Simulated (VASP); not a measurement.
Wanted: the native input for a VASP 6.6.1 run.

```
Task                   : single point
Functional             : PBE
Potentials or basis    : VASP PAW PBE potentials, release 64 (Cu, O)
Cutoff                 : 520 eV
k mesh                 : 6 × 6 × 4
Occupations            : gaussian, width 0.05 eV
Spin                   : collinear spin
Starting moments       : [1.0, 1.0, 0.0, 0.0] μB
Hubbard terms          : Cu d U = 2.0 eV
Dipole correction      : no
Further INCAR settings : ALGO = Normal; EDIFF = 1e-07; NBANDS = 29
```

The structure of CuO lies in POSCAR:

```
CuO
1.0
    3.1754955000      0.0000000000      0.0000000000
    0.0000000000      3.1754955000      0.0000000000
    0.0000000000      0.0000000000      4.6495318700
Cu O
2 2
Direct
    0.0000000000      0.0000000000      0.0000000000
    0.5000000000      0.5000000000      0.0000000000
    0.5000000000      0.0000000000      0.2670000000
    0.0000000000      0.5000000000      0.7330000000
```

One way to write it, as run:

INCAR

```
SYSTEM = CuO
PREC     = Accurate       ! precision mode
ENCUT    = 520            ! plane-wave cutoff, eV
EDIFF    = 1E-7           ! SCF threshold, eV
ISMEAR   = 0              ! smearing method
SIGMA    = 0.05           ! smearing width, eV
LREAL    = .False.        ! projectors in reciprocal space
LASPH    = .True.         ! aspherical terms in the spheres
NELM     = 150            ! most SCF steps
ALGO     = Normal         ! electronic algorithm
ISIF     = 2              ! what is computed and relaxed
LWAVE    = .False.        ! write WAVECAR
LCHARG   = .False.        ! write CHGCAR
ISPIN    = 2              ! spin polarisation
MAGMOM   = 1 1 0 0        ! initial moments
LORBIT   = 11             ! projections on sites
LMAXMIX  = 4              ! l up to which the mixer works
LDAU     = .True.         ! DFT+U
LDAUTYPE = 2            
LDAUL    = 2 -1           ! shell
LDAUU    = 2 0            ! U, eV
LDAUJ    = 0 0          
LDAUPRINT= 1            
GGA      = PE             ! functional
NBANDS   = 29             ! bands
```

KPOINTS

```
Automatic mesh
0
Gamma
  6 6 4
  0 0 0
```

Potentials or basis: VASP PAW PBE potentials, release 64 (Cu, O).

Launch:

```bash
$ cat potpaw_PBE.64/Cu/POTCAR potpaw_PBE.64/O/POTCAR > POTCAR
$ mpirun -np 1 vasp_std > vasp.out
```

Results of the run:

- Pressure: 16.4 GPa
- Largest force: 0.825 eV/Å
- Band gap on the k mesh: zero (filled and empty bands overlap)
- Net moment: 2.00 μB per cell
- Site moments: Cu +0.43; O +0.50 μB
- Valence electrons inside the program's atomic spheres: Cu 10.15; O 4.85

Caveat: the cell stands under pressure.

Run time: 100 s on 1 thread of AMD EPYC 7R43 64-Core Processor (Zen 3) (shared host), peak memory 0.17 GiB.
